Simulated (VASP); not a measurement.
**BN: single point with PBE**

Crystal: BN.

```xyz
2
Lattice="0.0000 1.8123 1.8123 1.8123 0.0000 1.8123 1.8123 1.8123 0.0000" Properties=species:S:1:pos:R:3 pbc="T T T"
B     0.0000    0.0000    0.0000
N     2.7185    2.7185    2.7185
```

- Program: VASP 6.6.1
- Task: single point
- Functional: PBE
- Potentials or basis: VASP PAW PBE potentials, release 64 (B, N)
- Cutoff: 520 eV
- k mesh: 12 × 12 × 12
- Occupations: gaussian, width 0.05 eV
- Spin: no spin polarisation
- Dipole correction: no
- Further INCAR settings: ALGO = Normal; EDIFF = 1e-06; NBANDS = 11

```json
{"Pressure": "0.2 GPa", "Band gap on the k mesh": "4.45 eV, indirect (least direct gap 8.78 eV)"}
```

Levels at points of the mesh, in eV from the valence-band top:
| k point | band 2 | band 3 | band 4 | band 5 | band 6 | band 7 |
| --- | --- | --- | --- | --- | --- | --- |
| (0.00, 0.00, 0.00) | 0.00 | 0.00 | 0.00 | 8.78 | 8.78 | 8.78 |
| (0.50, 0.00, 0.00) | -10.62 | -1.93 | -1.93 | 10.04 | 10.66 | 10.66 |
| (0.50, 0.50, 0.00) | -8.86 | -4.86 | -4.86 | 4.45 | 9.19 | 17.79 |

It took 8.4 s on 1 thread of Intel Xeon 6975P-C, with other jobs on the host, peak memory 0.12 GiB.

A k mesh can miss the band edges. A hybrid or GW would open this gap; PBE tends to underestimate it.
